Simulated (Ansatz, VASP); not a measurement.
**Two plane-wave programs on LiY3**

```
CELL_PARAMETERS angstrom
0.00000 3.89985 3.89985
3.89985 0.00000 3.89985
3.89985 3.89985 0.00000
ATOMIC_POSITIONS crystal
Li 0.00000 0.00000 0.00000
Y 0.25000 0.25000 0.25000
Y 0.75000 0.75000 0.75000
Y 0.50000 0.50000 0.50000
```

Alike in both runs: task single point; functional r2SCAN; k mesh 3 × 3 × 3; occupations fermi-dirac, width 0.05 eV; no spin polarisation.

```csv
,VASP,Ansatz
version,VASP 6.6.1,Ansatz 0.2.0
potentials or method,"VASP PAW PBE potentials, release 64 (Li_sv, Y_sv), cutoff 830 eV","plane waves, PAW"
valence electrons in the cell,36,36
```

|  | VASP | Ansatz | Ansatz less VASP |
| --- | --- | --- | --- |
| pressure (GPa) | 0.0 | 0.0 | 0.00 |

VASP's potentials were made for PBE, not for r2SCAN.

The k mesh is coarse, so the values compare programs but aren't converged.
